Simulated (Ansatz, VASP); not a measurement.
## Two plane-wave programs on MgI2

File POSCAR:

```
MgI2
1.0
    4.1572130612      0.0000000000      0.0000000000
   -2.0786065306      3.6002521199      0.0000000000
    0.0000000000      0.0000000000      6.8733253065
Mg I
1 2
Direct
    0.0000000000      0.0000000000      0.0000000000
    0.3333333333      0.6666666667      0.2426220900
    0.6666666667      0.3333333333      0.7573779100
```

The input INCAR.step1:

```
SYSTEM = MgI2
PREC = Accurate ; ENCUT = 660
ISMEAR = 0 ; SIGMA = 0.01
LREAL = .FALSE. ; LASPH = .TRUE.
NELM = 120 ; NBANDS = 15
GGA = PE ; ALGO = Normal
EDIFF = 1E-5 ; LWAVE = .TRUE.
LCHARG = .FALSE. ; GGA_COMPAT = .FALSE.
```

Contents of INCAR.step2:

```
SYSTEM = MgI2
PREC = Accurate ; ENCUT = 660
EDIFF = 1E-6 ; ISMEAR = 0
SIGMA = 0.01 ; LREAL = .FALSE.
LASPH = .TRUE. ; NELM = 120
ALGO = Normal ; ISIF = 2
LWAVE = .FALSE. ; LCHARG = .TRUE.
METAGGA = R2SCAN ; LMIXTAU = .TRUE.
IVDW = 12 ; VDW_S6 = 1.0
VDW_S8 = 0.78981345 ; VDW_A1 = 0.49484001
VDW_A2 = 5.73083694 ; LELF = .TRUE.
LVHAR = .TRUE. ; NBANDS = 15
ISTART = 1 ; GGA_COMPAT = .FALSE.
```

The input KPOINTS:

```
Automatic mesh
0
G
  6 6 4
  0 0 0
```

Input for Ansatz:

```yaml
crystal:
  lattice:
    - [4.1572130612, 0.0, 0.0]
    - [-2.0786065306, 3.6002521199, 0.0]
    - [0.0, 0.0, 6.8733253065]
  atoms:
    - { symbol: Mg, position: [0.0, 0.0, 0.0] }
    - { symbol: I, position: [0.3333333333, 0.6666666667, 0.24262209] }
    - { symbol: I, position: [0.6666666667, 0.3333333333, 0.75737791] }
kpoints:
  mp_grid: { grid: [6, 6, 4] }
hamiltonian:
  xc: r2scan
  dispersion: d3bj
scf:
  occupations: { method: fixed }
  n_extra_bands: 4
output:
  forces: true
  stress: true
  eigenvalues: true
```

Alike in both runs: task single point; functional r2SCAN; dispersion D3(BJ); k mesh 6 × 6 × 4; no spin polarisation.

|  | VASP | Ansatz |
| --- | --- | --- |
| version | VASP 6.6.1 | Ansatz 0.2.0 |
| potentials or method | VASP PAW PBE potentials, release 64 (Mg, I) | plane waves |
| plane-wave cutoff (eV) | 660 | 500 |
| occupations | gaussian, width 0.01 eV | fixed |
| valence electrons in the cell | 16 | 44 |

|  | VASP | Ansatz | Ansatz less VASP |
| --- | --- | --- | --- |
| gap on the k mesh at the Fermi level (eV) | 4.10 | 4.13 | +0.033 |
| pressure (GPa) | -0.1 | 0.0 | +0.11 |
| rms of the force components (eV/Å) | 0.019 | 0.010 | -0.0087 |

VASP's potentials were made for PBE, not for r2SCAN. Atom by atom the forces differ by 0.009 eV/Å (rms over components). VASP's potentials hold 16 valence electrons a cell and Ansatz's 44, so a difference there can come from the potentials and not from the codes. Ansatz's warnings: dispersion damping borrowed.

Neither program's run includes spin-orbit coupling.
